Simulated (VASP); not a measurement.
A run of VASP 6.6.1 is set up as follows.

INCAR

```
SYSTEM = BaTiO3
  ALGO = Normal
  EDIFF = 1E-7
  EDIFFG = -0.005
  ENCUT = 600
  GGA = PE
  IBRION = 2
  ISIF = 3
  ISMEAR = -1
  LASPH = .TRUE.
  LCHARG = .FALSE.
  LREAL = .FALSE.
  LWAVE = .FALSE.
  NELM = 100
  NSW = 80
  PREC = Accurate
  SIGMA = 0.02
```

Contents of KPOINTS:

```
k-points
0
G
  6 6 6
  0 0 0
```

POSCAR

```
BaTiO3
1.0
    3.9833338700      0.0000000000      0.0000000000
    0.0000000000      2.8625951084      2.8753395310
    0.0000000000     -2.8625951084      2.8753395310
Ba Ti O
1 1 3
Direct
    0.0000000000      0.0034138500      0.0034138500
    0.5000000000      0.5185038200      0.5185038200
    0.5000000000      0.9784256700      0.4913519000
    0.5000000000      0.4913519000      0.9784256700
    0.0000000000      0.4882047600      0.4882047600
```

Potentials or basis: VASP PAW PBE potentials, release 64 (Ba_sv, Ti_sv, O).

Launch:

```bash
$ cat potpaw_PBE.64/Ba_sv/POTCAR potpaw_PBE.64/Ti_sv/POTCAR potpaw_PBE.64/O/POTCAR > POTCAR
$ mpirun -np 1 vasp_std > vasp.out
```

**Question.** Estimate the relaxed volume.

**Answer.** 13.53 Å³/atom.

**Question.** What does it give for the band gap on the k mesh?

**Answer.** 2.33 eV (least direct gap 2.89 eV).

Final structure:
```
CELL_PARAMETERS angstrom
3.98325 0.00000 0.00000
0.00000 2.90111 2.92646
0.00000 -2.90111 2.92646
ATOMIC_POSITIONS crystal
Ba 0.00000 0.00754 0.00754
Ti 0.50000 0.52475 0.52475
O 0.50000 0.97266 0.49036
O 0.50000 0.49036 0.97266
O 0.00000 0.48459 0.48459
```

Caveat: spin-orbit coupling is left out, which moves the levels of the heavy elements. A k mesh can miss the band edges.
